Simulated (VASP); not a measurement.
A run of VASP 6.6.1 is set up as follows.

The input INCAR:

```
SYSTEM = Rh
ALGO     = Normal         ! electronic algorithm
DIPOL    = 0.5 0.5 0.500
EDIFF    = 1E-6           ! SCF threshold, eV
ENCUT    = 520            ! plane-wave cutoff, eV
GGA      = CA             ! functional
IDIPOL   = 3            
ISIF     = 2              ! what is computed and relaxed
ISMEAR   = -1             ! smearing method
LASPH    = .TRUE.         ! aspherical terms in the spheres
LCHARG   = .FALSE.        ! write CHGCAR
LDIPOL   = .TRUE.       
LREAL    = .FALSE.        ! projectors in reciprocal space
LWAVE    = .FALSE.        ! write WAVECAR
NBANDS   = 38             ! bands
NELM     = 100            ! most SCF steps
PREC     = Accurate       ! precision mode
SIGMA    = 0.1            ! smearing width, eV
```

The input KPOINTS:

```
k-points
0
G
  15 15 1
  0 0 0
```

The input POSCAR:

```
Rh
1.0
    2.6552788867      0.0000000000      0.0000000000
    0.0000000000      2.6552788867      0.0000000000
    0.0000000000      0.0000000000     21.6327000000
Rh
4
Direct
    0.2500000000      0.2500000000      0.3727750559
    0.7500000000      0.7500000000      0.4561121608
    0.2500000000      0.2500000000      0.5438878391
    0.7500000000      0.7500000000      0.6272249438
```

Potentials or basis: VASP PAW LDA potentials, release 64 (Rh_pv).

The run is started by

```sh
$ cat potpaw_LDA.64/Rh_pv/POTCAR > POTCAR
$ mpirun -np 1 vasp_std > vasp.out
```

**Question.** Estimate the band gap on the k mesh.

**Answer.** Zero (bands 30 and 31 overlap by 1.51 eV).

**Question.** What does it give for the largest force?

**Answer.** 0.050 eV/Å.

Forces on the atoms (eV/Å):
```
Rh   0.000  0.000 -0.050
Rh   0.000  0.000  0.007
Rh   0.000  0.000 -0.007
Rh   0.000  0.000  0.050
```
